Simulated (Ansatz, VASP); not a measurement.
One calculation of Ti5Si, two programs

File INCAR:

```
PREC     = Accurate       # precision mode
ENCUT    = 520            # plane-wave cutoff, eV
EDIFF    = 1E-7           # SCF threshold, eV
ISMEAR   = 0              # smearing method
SIGMA    = 0.15           # smearing width, eV
LREAL    = False          # projectors in reciprocal space
LASPH    = True           # aspherical terms in the spheres
NELM     = 60             # most SCF steps
ALGO     = Fast           # electronic algorithm
ISIF     = 2              # what is computed and relaxed
LWAVE    = False          # write WAVECAR
LCHARG   = False          # write CHGCAR
GGA      = PE             # functional
NBANDS   = 41             # bands
```

File KPOINTS:

```
regular mesh
0
Gamma
  12 12 12
```

The input POSCAR:

```
Ti5Si
1.0
    2.5242456764      1.4573739208      4.4383588871
   -2.5242456764      1.4573739208      4.4383588871
    0.0000000000     -2.9147478416      4.4383588871
Ti Si
5 1
Direct
    0.1513621523      0.1513621523      0.1513621523
    0.6045557533      0.3954442467      0.0000000000
    0.0000000000      0.6045557533      0.3954442467
    0.8486378477      0.8486378477      0.8486378477
    0.3954442467      0.0000000000      0.6045557533
    0.5000000000      0.5000000000      0.5000000000
```

Input for Ansatz:

```yaml
crystal:
  lattice:
    - [2.5242456764, 1.4573739208, 4.4383588871]
    - [-2.5242456764, 1.4573739208, 4.4383588871]
    - [0.0, -2.9147478416, 4.4383588871]
  atoms:
    - { symbol: Ti, position: [0.1513621523, 0.1513621523, 0.1513621523] }
    - { symbol: Ti, position: [0.6045557533, 0.3954442467, 0.0] }
    - { symbol: Ti, position: [0.0, 0.6045557533, 0.3954442467] }
    - { symbol: Ti, position: [0.8486378477, 0.8486378477, 0.8486378477] }
    - { symbol: Ti, position: [0.3954442467, 0.0, 0.6045557533] }
    - { symbol: Si, position: [0.5, 0.5, 0.5] }
basis:
  ecutwfc: 420
kpoints:
  mp_grid: { grid: [12, 12, 12] }
hamiltonian:
  xc: pbe
scf:
  occupations: { method: gaussian, width: 0.15 }
output:
  forces: true
  stress: true
  eigenvalues: true
  write_density: true
  write_potential: true
  elf: true
  volumetric_format: npy
```

Alike in both runs: task single point; functional PBE; k mesh 12 × 12 × 12; occupations gaussian, width 0.15 eV; no spin polarisation.

|  | VASP | Ansatz |
| --- | --- | --- |
| version | VASP 6.6.1 | Ansatz 0.2.0 |
| potentials or method | VASP PAW PBE potentials, release 64 (Ti_sv, Si), cutoff 520 eV | scalar-relativistic, plane waves, PAW |
| valence electrons in the cell | 64 | 64 |

|  | VASP | Ansatz | Ansatz less VASP |
| --- | --- | --- | --- |
| gap on the k mesh at the Fermi level (eV) | none | none | - |
| pressure (GPa) | -0.2 | 0.0 | +0.18 |
| rms of the force components (eV/Å) | 0.005 | 0.006 | +0.0003 |

Atom by atom the forces differ by 0.000 eV/Å (rms over components). A gap of «none» marks a metal or a gap that the smearing closes.
